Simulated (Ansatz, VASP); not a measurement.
SiF in VASP and in Ansatz

The input INCAR:

```
PREC = Accurate
ENCUT = 520
EDIFF = 1E-6
ISMEAR = -1
SIGMA = 0.05
LREAL = F
LASPH = T
NELM = 80
ALGO = Normal
ISIF = 2
LWAVE = F
LCHARG = T
GGA = PE
LELF = T
LVHAR = T
NBANDS = 12
```

File KPOINTS:

```
Automatic mesh
0
Gamma
  10 10 10
```

File POSCAR:

```
SiF
1.0
    1.3386000000      0.7728400000      3.8983100000
   -1.3386000000      0.7728400000      3.8983100000
    0.0000000000     -1.5456800000      3.8983100000
Si F
1 1
Direct
    0.5000000000      0.5000000000      0.5000000000
    0.0000000000      0.0000000000      0.0000000000
```

input.yaml

```yaml
crystal:
  lattice:
    - [1.3386, 0.77284, 3.89831]
    - [-1.3386, 0.77284, 3.89831]
    - [0.0, -1.54568, 3.89831]
  atoms:
    - { symbol: Si, position: [0.5, 0.5, 0.5] }
    - { symbol: F, position: [0.0, 0.0, 0.0] }
hamiltonian:
  xc: pbe
  pseudopotentials: { kind: paw }
kpoints:
  mp_grid: { grid: [10, 10, 10] }
scf:
  occupations: { method: fermi_dirac, width: 0.05 }
output:
  forces: true
  stress: true
  eigenvalues: true
```

Alike in both runs: task single point; functional PBE; k mesh 10 × 10 × 10; occupations fermi-dirac, width 0.05 eV; no spin polarisation.

|  | VASP | Ansatz |
| --- | --- | --- |
| version | VASP 6.6.1 | Ansatz 0.2.0 |
| potentials or method | VASP PAW PBE potentials, release 64 (Si, F) | Ansatz PAW |
| plane-wave cutoff (eV) | 520 | 420 |
| valence electrons in the cell | 11 | 11 |

|  | VASP | Ansatz | Ansatz less VASP |
| --- | --- | --- | --- |
| gap on the k mesh at the Fermi level (eV) | none | none | - |
| pressure (GPa) | -0.2 | 0.0 | +0.20 |
| traceless stress, the component that is largest in VASP (GPa) | 0.26 | 0.23 | -0.028 |

A gap of «none» marks a metal or a gap that the smearing closes.
